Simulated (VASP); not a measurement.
# InP (v.b) (F-43m) in VASP: single point with PBE

Aim: the single point of InP (v.b) with PBE.

All numbers are computed with VASP 6.6.1; they aren't measurements. Logs are shortened: lines on timing, memory, paths and dates and some standing lists are left out, and cuts for length are marked.

### Step 1. The cell of the first run

It takes space group F-43m (No. 216, cubic). The conventional cell has a = 5.960 Å, b = 5.960 Å, c = 5.960 Å, α = 90.00°, β = 90.00°, γ = 90.00°. In (site symmetry -43m) has 4 P at 2.58 Å within 3.4 Å. Within 3.4 Å of P (site symmetry -43m) lie 4 In at 2.58 Å.

### Step 2. Single point, PBE

INCAR reads:

```
SYSTEM = InP
ALGO = Normal ; EDIFF = 1E-6
ENCUT = 500 ; GGA = PE
GGA_COMPAT = .False. ; ISIF = 2
ISMEAR = 0 ; LASPH = .True.
LCHARG = .False. ; LREAL = .False.
LWAVE = .False. ; NBANDS = 16
NELM = 120 ; PREC = Accurate
SIGMA = 0.02
```

KPOINTS reads:

```
k-points
0
Gamma
  8 8 8
  0 0 0
```

POSCAR reads:

```
InP
1.0
    0.0000000000      2.9799784721      2.9799784721
    2.9799784721      0.0000000000      2.9799784721
    2.9799784721      2.9799784721      0.0000000000
In P
1 1
Direct
    0.0000000000      0.0000000000      0.0000000000
    0.2500000000      0.2500000000      0.2500000000
```

Potentials or basis: VASP PAW PBE potentials, release 64 (In_d, P).

Started as:

```
cat potpaw_PBE.64/In_d/POTCAR potpaw_PBE.64/P/POTCAR > POTCAR
mpirun -np 1 vasp_std > vasp.out
```

OUTCAR:

```text
SYSTEM = InP
   EDIFF = 1E-6
   ENCUT = 500
   GGA = PE
   ISIF = 2
   ISMEAR = 0
   LASPH = .True.
   LREAL = .False.
   NELM = 120
   PREC = Accurate

 ion  position               nearest neighbor table
   1  0.000  0.000  0.000-   2 2.58   2 2.58   2 2.58   2 2.58
   2  0.250  0.250  0.250-   1 2.58   1 2.58   1 2.58   1 2.58

  LATTYP: Found a face centered cubic cell.
 ALAT       =     5.9599569442

  Lattice vectors:

 A1 = (   0.0000000000,   2.9799784721,   2.9799784721)
 A2 = (   2.9799784721,   0.0000000000,   2.9799784721)
 A3 = (   2.9799784721,   2.9799784721,   0.0000000000)

Analysis of symmetry for initial positions (statically):
=====================================================================
 Subroutine PRICEL returns:
 Original cell was already a primitive cell.

 Routine SETGRP: Setting up the symmetry group for a
 face centered cubic supercell.

 Subroutine GETGRP returns: Found 24 space group operations
 (whereof 24 operations were pure point group operations)
 out of a pool of 48 trial point group operations.

The static configuration has the point symmetry T_d .

Analysis of symmetry for dynamics (positions and initial velocities):
=====================================================================
 Subroutine PRICEL returns:
 Original cell was already a primitive cell.

 Routine SETGRP: Setting up the symmetry group for a
 face centered cubic supercell.

 Subroutine GETGRP returns: Found 24 space group operations
 (whereof 24 operations were pure point group operations)
 out of a pool of 48 trial point group operations.

The dynamic configuration has the point symmetry T_d .

 Subroutine INISYM returns: Found 24 space group operations
 (whereof 24 operations are pure point group operations),
 and found     1 'primitive' translations

----------------------------------------------------------------------------------------

                                     Primitive cell

  volume of cell :      52.9260

  direct lattice vectors                    reciprocal lattice vectors
     0.000000000  2.979978472  2.979978472    -0.167786447  0.167786447  0.167786447
     2.979978472  0.000000000  2.979978472     0.167786447 -0.167786447  0.167786447
     2.979978472  2.979978472  0.000000000     0.167786447  0.167786447 -0.167786447

  length of vectors
     4.214325971  4.214325971  4.214325971     0.290614651  0.290614651  0.290614651

  position of ions in fractional coordinates (direct lattice)
     0.000000000  0.000000000  0.000000000
     0.250000000  0.250000000  0.250000000

  ion indices of the primitive-cell ions
   primitive index   ion index
                 1           1
                 2           2

----------------------------------------------------------------------------------------

 KPOINTS: k-points

Automatic generation of k-mesh.
 Grid dimensions read from file:
 generate k-points for:    8    8    8

 Generating k-lattice:

  Cartesian coordinates                     Fractional coordinates (reciprocal lattice)
    -0.020973306  0.020973306  0.020973306     0.125000000  0.000000000  0.000000000
     0.020973306 -0.020973306  0.020973306     0.000000000  0.125000000  0.000000000
     0.020973306  0.020973306 -0.020973306     0.000000000  0.000000000  0.125000000

  Length of vectors
     0.036326831  0.036326831  0.036326831

  Shift w.r.t. Gamma in fractional coordinates (k-lattice)
     0.000000000  0.000000000  0.000000000

 Subroutine IBZKPT returns following result:
 ===========================================

 Found     29 irreducible k-points:

 Following reciprocal coordinates:
            Coordinates               Weight
  0.000000  0.000000  0.000000      1.000000
  0.125000  0.000000  0.000000      8.000000
  0.250000  0.000000  0.000000      8.000000
  0.375000  0.000000  0.000000      8.000000
  0.500000  0.000000  0.000000      4.000000
  0.125000  0.125000  0.000000      6.000000
[... 16 lines left out ...]
  0.500000  0.250000  0.125000     48.000000
 -0.375000  0.250000  0.125000     24.000000
 [... further k-points ...]
   k-points           NKPTS =     29   k-points in BZ     NKDIM =     29   number of bands    NBANDS=     16
   number of dos      NEDOS =    301   number of ions     NIONS =      2
   total plane-waves  NPLWV =  32768
   dimension x,y,z NGX =    32 NGY =   32 NGZ =   32
   dimension x,y,z NGXF=    64 NGYF=   64 NGZF=   64
   ions per type =               1   1
   NGX,Y,Z   is equivalent  to a cutoff of  12.62, 12.62, 12.62 a.u.
   NGXF,Y,Z  is equivalent  to a cutoff of  25.25, 25.25, 25.25 a.u.
 SYSTEM =  InP
   PREC   = accura    normal or accurate (medium, high low for compatibility)
   ISTART =      0    job   : 0-new  1-cont  2-samecut
   ICHARG =      2    charge: 1-file 2-atom 10-const
   ISPIN  =      1    spin polarized calculation?
   LNONCOLLINEAR =      F non collinear calculations
   LSORBIT =      F    spin-orbit coupling
   LASPH  =      T    aspherical Exc in radial PAW
   ENCUT  =  500.0 eV  36.75 Ry    6.06 a.u.   7.68  7.68  7.68*2*pi/ulx,y,z
   NELM   =    120;   NELMIN=  2; NELMDL= -5     # of ELM steps
   EDIFF  = 0.1E-05   stopping-criterion for ELM
   LREAL  =      F    real-space projection
   EDIFFG = 0.1E-04   stopping-criterion for IOM
   NSW    =      0    number of steps for IOM
   IBRION =     -1    ionic relax: 0-MD 1-quasi-New 2-CG
   NFREE  =      0    steps in history (QN), initial steepest desc. (CG)
   ISIF   =      2    stress and relaxation
   ISYM   =      2    0-nonsym 1-usesym 2-fastsym
   POTIM  = 0.5000    time-step for ionic-motion
   TEBEG  =    0.0;   TEEND  =   0.0 temperature during run
   PSTRESS=    0.0 pullay stress
   NELECT =      18.0000    total number of electrons
   NUPDOWN=      -1.0000    fix difference up-down
   EMIN   =  10.00;   EMAX   =-10.00  energy-range for DOS
   EFERMI =   0.00;   METHOD = LEGACY
   ISMEAR =     0;   SIGMA  =   0.02  broadening in eV -4-tet -1-fermi 0-gaus
   EFERMI_NEDOS =   21; number of points for ismear=-14 and -15
   IALGO  =     38    algorithm
   IMIX   =      4    mixing-type and parameters
     AMIX     =   0.40;   BMIX     =  1.00
     AMIX_MAG =   1.60;   BMIX_MAG =  1.00
  volume/ion in A,a.u.               =      26.46       178.58
  Fermi-wavevector in a.u.,A,eV,Ry     =   1.142727  2.159441 17.766832  1.305825
  Thomas-Fermi vector in A             =   2.279424
   LORBIT       =      0    0 simple, 1 ext, 2 COOP (PROOUT), +10 PAW based schemes
   GGA     = PE    functional components
   LHFCALC =     F    Hartree Fock is set to
   AEXX    =    0.0000 exact exchange contribution
   IVDW    =     0    specifies the selected vdW correction
   LEPSILON=     F    determine dielectric tensor
   LRPA    =     F    only Hartree local field effects (RPA)
 non-spin polarized calculation
 Gauss-broadening in eV      SIGMA  =   0.02
  energy-cutoff  :      500.00
  volume of cell :       52.93
 maximum number of plane-waves:      1363
   NGX = 15   NGY = 15   NGZ = 15

 number of electron      18.0000005 magnetization

 Free energy of the ion-electron system (eV)
  ---------------------------------------------------
  ext. energy  EPLUGINS =         0.00000000
  ---------------------------------------------------
  free energy    TOTEN  =        -8.40624877 eV

  energy without entropy =       -8.40624877  energy(sigma->0) =       -8.40624877

 E-fermi :   4.7563     XC(G=0):  -9.0621

 val. band max:        4.6548729146   @ k =   0.0000   0.0000   0.0000
 cond. band min:       5.0923993095   @ k =   0.0000   0.0000   0.0000
 fundamental gap:      0.4375263950
 Fermi energy:         4.7562705866

 k-point     1 :       0.0000    0.0000    0.0000
  band No.  band energies     occupation
      1      -9.4409      2.00000
      2      -9.4409      2.00000
      3      -9.4409      2.00000
      4      -9.3125      2.00000
      5      -9.3125      2.00000
      6      -6.5304      2.00000
[... 8 lines left out ...]
     15      14.0230      0.00000
     16      14.0230      0.00000

 k-point     2 :       0.1250    0.0000    0.0000
  band No.  band energies     occupation
      1      -9.4560      2.00000
      2      -9.4346      2.00000
      3      -9.4346      2.00000
      4      -9.3124      2.00000
      5      -9.3124      2.00000
      6      -6.3660      2.00000
[... 8 lines left out ...]
     15      13.4156      0.00000
     16      13.7765      0.00000

 k-point     3 :       0.2500    0.0000    0.0000
  band No.  band energies     occupation
      1      -9.4910      2.00000
      2      -9.4213      2.00000
      3      -9.4213      2.00000
      4      -9.3102      2.00000
      5      -9.3102      2.00000
      6      -5.9079      2.00000
[... 8 lines left out ...]
     15      13.1962      0.00000
     16      13.6878      0.00000

 k-point     4 :       0.3750    0.0000    0.0000
  band No.  band energies     occupation
      1      -9.5244      2.00000
      2      -9.4112      2.00000
      3      -9.4112      2.00000
      4      -9.3045      2.00000
      5      -9.3045      2.00000
      6      -5.3029      2.00000
[... 8 lines left out ...]
     15      14.0780      0.00000
     16      14.0780      0.00000
[... 324 lines left out ...]
 k-point    22 :       0.3750    0.2500    0.1250
  band No.  band energies     occupation
      1      -9.5234      2.00000
      2      -9.4050      2.00000
      3      -9.3997      2.00000
      4      -9.3247      2.00000
      5      -9.2997      2.00000
      6      -5.5272      2.00000
[... 8 lines left out ...]
     15      14.7073      0.00000
     16      16.0411      0.00000

 k-point    23 :       0.5000    0.2500    0.1250
  band No.  band energies     occupation
      1      -9.5433      2.00000
      2      -9.4005      2.00000
      3      -9.3875      2.00000
      4      -9.3214      2.00000
      5      -9.2994      2.00000
      6      -4.9760      2.00000
[... 8 lines left out ...]
     15      15.2759      0.00000
     16      15.9171      0.00000

 k-point    24 :      -0.3750    0.2500    0.1250
  band No.  band energies     occupation
      1      -9.5505      2.00000
      2      -9.4000      2.00000
      3      -9.3832      2.00000
      4      -9.3165      2.00000
      5      -9.3014      2.00000
      6      -4.6768      2.00000
[... 8 lines left out ...]
     15      15.2229      0.00000
     16      15.7942      0.00000

 [... further k-points ...]
[... 5 lines left out ...]
  --------------------------------------------------------------------------------------
  -------------------------------------------------------------------------------------
  Total       -0.0235252     -0.0235252     -0.0235252      0.0000000      0.0000000      0.0000000
  in kB       -0.7121564     -0.7121564     -0.7121564      0.0000000      0.0000000      0.0000000
  external PRESSURE =      -0.7121564 kB  Pullay stress =       0.0000000 kB

 VOLUME and BASIS-vectors are now :
 -----------------------------------------------------------------------------
  energy-cutoff  :      500.00
  volume of cell :       52.93
      direct lattice vectors                 reciprocal lattice vectors
     0.000000000  2.979978472  2.979978472    -0.167786447  0.167786447  0.167786447
     2.979978472  0.000000000  2.979978472     0.167786447 -0.167786447  0.167786447
     2.979978472  2.979978472  0.000000000     0.167786447  0.167786447 -0.167786447

 POSITION                                       TOTAL-FORCE (eV/Angst)
 -----------------------------------------------------------------------------------
      0.00000      0.00000      0.00000         0.000000      0.000000      0.000000
      1.48999      1.48999      1.48999        -0.000000     -0.000000     -0.000000
 -----------------------------------------------------------------------------------
    total drift:                               -0.000000     -0.000000     -0.000000

  FREE ENERGIE OF THE ION-ELECTRON SYSTEM (eV)
  ---------------------------------------------------
  free  energy   TOTEN  =        -8.4062487707 eV

  energy  without entropy=       -8.4062487707  energy(sigma->0) =       -8.40624877
```

Wall time 17 s (1 thread of Intel Xeon 6975P-C, shared host); peak memory 0.18 GiB.

Results:

| Property | Result |
| --- | --- |
| Free energy | -8.4062 eV |
| Pressure | -0.1 GPa |
| Band gap on the k mesh | 0.44 eV, direct |

Levels at points of the mesh, in eV from the valence-band top:
| k point | band 6 | band 7 | band 8 | band 9 | band 10 | band 11 | band 12 | band 13 |
| --- | --- | --- | --- | --- | --- | --- | --- | --- |
| (0.00, 0.00, 0.00) | -11.19 | 0.00 | 0.00 | 0.00 | 0.44 | 4.09 | 4.09 | 4.09 |
| (0.50, 0.00, 0.00) | -9.62 | -5.47 | -0.90 | -0.90 | 1.38 | 4.80 | 4.80 | 6.99 |
| (0.50, 0.50, 0.00) | -9.02 | -5.54 | -2.16 | -2.16 | 1.85 | 2.26 | 8.91 | 9.26 |

Caveat: spin-orbit coupling is left out, which moves the levels of the heavy elements.
